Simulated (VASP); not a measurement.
# Hf (P6_3/mmc) in VASP: further runs, part 3 of 3

VASP 6.6.1.

## 6. Single point, PBE

File INCAR:

```
SYSTEM = Hf
  PREC = Accurate
  ENCUT = 520
  EDIFF = 1E-6
  ISMEAR = 0
  SIGMA = 0.2
  LREAL = .FALSE.
  LASPH = .TRUE.
  NELM = 60
  ALGO = Normal
  ISIF = 2
  LWAVE = .FALSE.
  LCHARG = .FALSE.
  GGA = PE
  NBANDS = 17
```

File KPOINTS:

```
Automatic mesh
0
G
  11 11 6
  0 0 0
```

File POSCAR:

```
Hf
1.0
    3.2045059552      0.0000000000      0.0000000000
   -1.6022529776      2.7751835638      0.0000000000
    0.0000000000      0.0000000000      5.0738215932
Hf
2
Direct
    0.3333333333      0.6666666667      0.2500000000
    0.6666666667      0.3333333333      0.7500000000
```

Potentials or basis: VASP PAW PBE potentials, release 64 (Hf_pv).

Command:

```console
cat potpaw_PBE.64/Hf_pv/POTCAR > POTCAR
mpirun -np 1 vasp_std > vasp.out
```

OUTCAR:

```text
SYSTEM = Hf
   PREC = Accurate
   ENCUT = 520
   EDIFF = 1E-6
   ISMEAR = 0
   LREAL = .FALSE.
   LASPH = .TRUE.
   NELM = 60
   ISIF = 2
   GGA = PE

 ion  position               nearest neighbor table
   1  0.333  0.667  0.250-   2 3.14   2 3.14   2 3.14   2 3.14   2 3.14   2 3.14
   2  0.667  0.333  0.750-   1 3.14   1 3.14   1 3.14   1 3.14   1 3.14   1 3.14

  LATTYP: Found a hexagonal cell.
 ALAT       =     3.2045059552
 C/A-ratio  =     1.5833397298

  Lattice vectors:

 A1 = (   3.2045059552,   0.0000000000,   0.0000000000)
 A2 = (  -1.6022529776,   2.7751835638,   0.0000000000)
 A3 = (   0.0000000000,   0.0000000000,   5.0738215932)

Analysis of symmetry for initial positions (statically):
=====================================================================
 Subroutine PRICEL returns:
 Original cell was already a primitive cell.

 Routine SETGRP: Setting up the symmetry group for a
 hexagonal supercell.

 Subroutine GETGRP returns: Found 24 space group operations
 (whereof 12 operations were pure point group operations)
 out of a pool of 24 trial point group operations.

The static configuration has the point symmetry D_3d.
 The point group associated with its full space group is D_6h.

Analysis of symmetry for dynamics (positions and initial velocities):
=====================================================================
 Subroutine PRICEL returns:
 Original cell was already a primitive cell.

 Routine SETGRP: Setting up the symmetry group for a
 hexagonal supercell.

 Subroutine GETGRP returns: Found 24 space group operations
 (whereof 12 operations were pure point group operations)
 out of a pool of 24 trial point group operations.

The dynamic configuration has the point symmetry D_3d.
 The point group associated with its full space group is D_6h.

 Subroutine INISYM returns: Found 24 space group operations
 (whereof 12 operations are pure point group operations),
 and found     1 'primitive' translations

----------------------------------------------------------------------------------------

                                     Primitive cell

  volume of cell :      45.1220

  direct lattice vectors                    reciprocal lattice vectors
     3.204505955  0.000000000  0.000000000     0.312060584  0.180168262  0.000000000
    -1.602252978  2.775183564  0.000000000     0.000000000  0.360336524  0.000000000
     0.000000000  0.000000000  5.073821593     0.000000000  0.000000000  0.197090099

  length of vectors
     3.204505955  3.204505955  5.073821593     0.360336524  0.360336524  0.197090099

  position of ions in fractional coordinates (direct lattice)
     0.333333333  0.666666667  0.250000000
     0.666666667  0.333333333  0.750000000

  ion indices of the primitive-cell ions
   primitive index   ion index
                 1           1
                 2           2

----------------------------------------------------------------------------------------

 KPOINTS: Automatic mesh

Automatic generation of k-mesh.
 Grid dimensions read from file:
 generate k-points for:   11   11    6

 Generating k-lattice:

  Cartesian coordinates                     Fractional coordinates (reciprocal lattice)
     0.028369144  0.016378933  0.000000000     0.090909091  0.000000000  0.000000000
     0.000000000  0.032757866  0.000000000     0.000000000  0.090909091  0.000000000
     0.000000000  0.000000000  0.032848350     0.000000000  0.000000000  0.166666667

  Length of vectors
     0.032757866  0.032757866  0.032848350

  Shift w.r.t. Gamma in fractional coordinates (k-lattice)
     0.000000000  0.000000000  0.000000000

 Subroutine IBZKPT returns following result:
 ===========================================

 Found     64 irreducible k-points:

 Following reciprocal coordinates:
            Coordinates               Weight
  0.000000  0.000000  0.000000      1.000000
  0.090909 -0.000000  0.000000      6.000000
  0.181818 -0.000000  0.000000      6.000000
  0.272727  0.000000  0.000000      6.000000
  0.363636 -0.000000  0.000000      6.000000
  0.454545 -0.000000  0.000000      6.000000
[... 16 lines left out ...]
  0.090909  0.090909  0.166667     12.000000
  0.181818  0.090909  0.166667     24.000000
 [... further k-points ...]
   k-points           NKPTS =     64   k-points in BZ     NKDIM =     64   number of bands    NBANDS=     17
   number of dos      NEDOS =    301   number of ions     NIONS =      2
   total plane-waves  NPLWV =  23040
   dimension x,y,z NGX =    24 NGY =   24 NGZ =   40
   dimension x,y,z NGXF=    48 NGYF=   48 NGZF=   80
   ions per type =               2
   NGX,Y,Z   is equivalent  to a cutoff of  12.45, 12.45, 13.11 a.u.
   NGXF,Y,Z  is equivalent  to a cutoff of  24.90, 24.90, 26.21 a.u.
 SYSTEM =  Hf
   PREC   = accura    normal or accurate (medium, high low for compatibility)
   ISTART =      0    job   : 0-new  1-cont  2-samecut
   ICHARG =      2    charge: 1-file 2-atom 10-const
   ISPIN  =      1    spin polarized calculation?
   LNONCOLLINEAR =      F non collinear calculations
   LSORBIT =      F    spin-orbit coupling
   LASPH  =      T    aspherical Exc in radial PAW
   ENCUT  =  520.0 eV  38.22 Ry    6.18 a.u.   5.96  5.96  9.43*2*pi/ulx,y,z
   NELM   =     60;   NELMIN=  2; NELMDL= -5     # of ELM steps
   EDIFF  = 0.1E-05   stopping-criterion for ELM
   LREAL  =      F    real-space projection
   EDIFFG = 0.1E-04   stopping-criterion for IOM
   NSW    =      0    number of steps for IOM
   IBRION =     -1    ionic relax: 0-MD 1-quasi-New 2-CG
   NFREE  =      0    steps in history (QN), initial steepest desc. (CG)
   ISIF   =      2    stress and relaxation
   ISYM   =      2    0-nonsym 1-usesym 2-fastsym
   POTIM  = 0.5000    time-step for ionic-motion
   TEBEG  =    0.0;   TEEND  =   0.0 temperature during run
   PSTRESS=    0.0 pullay stress
   NELECT =      20.0000    total number of electrons
   NUPDOWN=      -1.0000    fix difference up-down
   EMIN   =  10.00;   EMAX   =-10.00  energy-range for DOS
   EFERMI =   0.00;   METHOD = LEGACY
   ISMEAR =     0;   SIGMA  =   0.20  broadening in eV -4-tet -1-fermi 0-gaus
   EFERMI_NEDOS =   21; number of points for ismear=-14 and -15
   IALGO  =     38    algorithm
   IMIX   =      4    mixing-type and parameters
     AMIX     =   0.40;   BMIX     =  1.00
     AMIX_MAG =   1.60;   BMIX_MAG =  1.00
  volume/ion in A,a.u.               =      22.56       152.25
  Fermi-wavevector in a.u.,A,eV,Ry     =   1.248213  2.358781 21.198375  1.558037
  Thomas-Fermi vector in A             =   2.382310
   LORBIT       =      0    0 simple, 1 ext, 2 COOP (PROOUT), +10 PAW based schemes
   GGA     = PE    functional components
   LHFCALC =     F    Hartree Fock is set to
   AEXX    =    0.0000 exact exchange contribution
   IVDW    =     0    specifies the selected vdW correction
   LEPSILON=     F    determine dielectric tensor
   LRPA    =     F    only Hartree local field effects (RPA)
 non-spin polarized calculation
 Gauss-broadening in eV      SIGMA  =   0.20
  energy-cutoff  :      520.00
  volume of cell :       45.12
 maximum number of plane-waves:      1231
 NGX is ok and might be reduce to    24
   NGX = 11   NGY = 11   NGZ = 19

 number of electron      20.0000006 magnetization

 Free energy of the ion-electron system (eV)
  ---------------------------------------------------
  ext. energy  EPLUGINS =         0.00000000
  ---------------------------------------------------
  free energy    TOTEN  =       -19.86508171 eV

  energy without entropy =      -19.83162867  energy(sigma->0) =      -19.84835519

 E-fermi :   4.8525     XC(G=0): -11.2452

 val. band max:        4.8229099821   @ k =   0.0909  -0.0000   0.5000
 cond. band min:       4.8999970305   @ k =   0.2727   0.1818   0.5000
 fundamental gap:      0.0770870484
 Fermi energy:         4.8524567024

 k-point     1 :       0.0000    0.0000    0.0000
  band No.  band energies     occupation
      1     -26.2192      2.00000
      2     -25.4994      2.00000
      3     -25.4994      2.00000
      4     -25.3780      2.00000
      5     -25.3755      2.00000
      6     -25.3755      2.00000
[... 9 lines left out ...]
     16       7.4865      0.00000
     17      10.1504      0.00000
[... 441 lines left out ...]
 k-point    24 :       0.1818    0.0909    0.1667
  band No.  band energies     occupation
      1     -26.0645      2.00000
      2     -25.7222      2.00000
      3     -25.6870      2.00000
      4     -25.5704      2.00000
      5     -25.4507      2.00000
      6     -25.4374      2.00000
[... 9 lines left out ...]
     16       8.5369      0.00000
     17      10.6599      0.00000

 [... further k-points ...]
[... 5 lines left out ...]
  --------------------------------------------------------------------------------------
  -------------------------------------------------------------------------------------
  Total       -0.1160297     -0.1160297     -0.1592449      0.0000000     -0.0000000      0.0000000
  in kB       -4.1199470     -4.1199470     -5.6544206      0.0000000     -0.0000000      0.0000000
  external PRESSURE =      -4.6314382 kB  Pullay stress =       0.0000000 kB

 VOLUME and BASIS-vectors are now :
 -----------------------------------------------------------------------------
  energy-cutoff  :      520.00
  volume of cell :       45.12
      direct lattice vectors                 reciprocal lattice vectors
     3.204505955  0.000000000  0.000000000     0.312060584  0.180168262  0.000000000
    -1.602252978  2.775183564  0.000000000     0.000000000  0.360336524  0.000000000
     0.000000000  0.000000000  5.073821593     0.000000000  0.000000000  0.197090099

 POSITION                                       TOTAL-FORCE (eV/Angst)
 -----------------------------------------------------------------------------------
     -0.00000      1.85012      1.26846         0.000000     -0.000000      0.000000
      1.60225      0.92506      3.80537        -0.000000      0.000000      0.000000
 -----------------------------------------------------------------------------------
    total drift:                               -0.000000      0.000000     -0.000000

  FREE ENERGIE OF THE ION-ELECTRON SYSTEM (eV)
  ---------------------------------------------------
  free  energy   TOTEN  =       -19.8650817057 eV

  energy  without entropy=      -19.8316286743  energy(sigma->0) =      -19.84835519
```

OSZICAR:

```text
N       E                     dE             d eps       ncg     rms          rms(c)
DAV:   1     0.517231419398E+02    0.51723E+02   -0.11328E+04  2176   0.111E+03
DAV:   2    -0.186512099035E+02   -0.70374E+02   -0.68673E+02  2798   0.250E+02
DAV:   3    -0.205731631278E+02   -0.19220E+01   -0.19022E+01  2772   0.276E+01
DAV:   4    -0.205905661487E+02   -0.17403E-01   -0.17388E-01  2758   0.304E+00
DAV:   5    -0.205907373841E+02   -0.17124E-03   -0.17121E-03  2806   0.276E-01    0.649E+01
DAV:   6    -0.200592651311E+02    0.53147E+00   -0.50111E-01  2558   0.455E+00    0.384E+01
DAV:   7    -0.198756706454E+02    0.18359E+00   -0.84402E-01  2642   0.566E+00    0.185E+00
DAV:   8    -0.198649859384E+02    0.10685E-01   -0.54121E-02  2495   0.151E+00    0.319E-01
DAV:   9    -0.198650931203E+02   -0.10718E-03   -0.11695E-03  2972   0.243E-01    0.194E-01
DAV:  10    -0.198650786439E+02    0.14476E-04   -0.65261E-05  2585   0.537E-02    0.244E-01
DAV:  11    -0.198650815961E+02   -0.29523E-05   -0.69672E-06  2773   0.190E-02    0.125E-02
DAV:  12    -0.198650817057E+02   -0.10958E-06   -0.40183E-07  1541   0.436E-03
   1 F= -.19865082E+02 E0= -.19848355E+02  d E =-.334530E-01
```

Wall time 14 s (1 thread of Intel Xeon 6975P-C (Granite Rapids), shared host); peak memory 0.18 GiB.

What came out:

| Property | Result |
| --- | --- |
| Free energy | -19.8651 eV |
| Pressure | -0.5 GPa |
| Band gap on the k mesh | zero (bands 10 and 11 overlap by 1.48 eV) |

Stress tensor (GPa, compression positive):
```
-0.41  0.00  0.00
 0.00 -0.41  0.00
 0.00  0.00 -0.57
```

Caveat: spin-orbit coupling is left out, which moves the levels of the heavy elements.

## 7. Summary

```csv
smearing,gap on the mesh (eV),pressure (GPa)
fermi-dirac 1 eV,none,9.6
gaussian 0.01 eV,none,-0.2
gaussian 0.03 eV,none,-0.3
gaussian 0.1 eV,none,-0.4
gaussian 0.2 eV,none,-0.5
```

Alike in all rows: task single point; level PBE; potentials or basis VASP PAW PBE potentials, release 64 (Hf_pv); no spin polarisation; cell as given; k mesh 11 × 11 × 6; cutoff (eV) 520.

Caveats: spin-orbit coupling is left out, which moves the levels of the heavy elements; the cell stands under pressure (at least some runs); so wide a smearing shifts energies and pressures (at least some runs).

Total energies depend on the potentials used, so only differences within one code and one set of settings carry meaning.
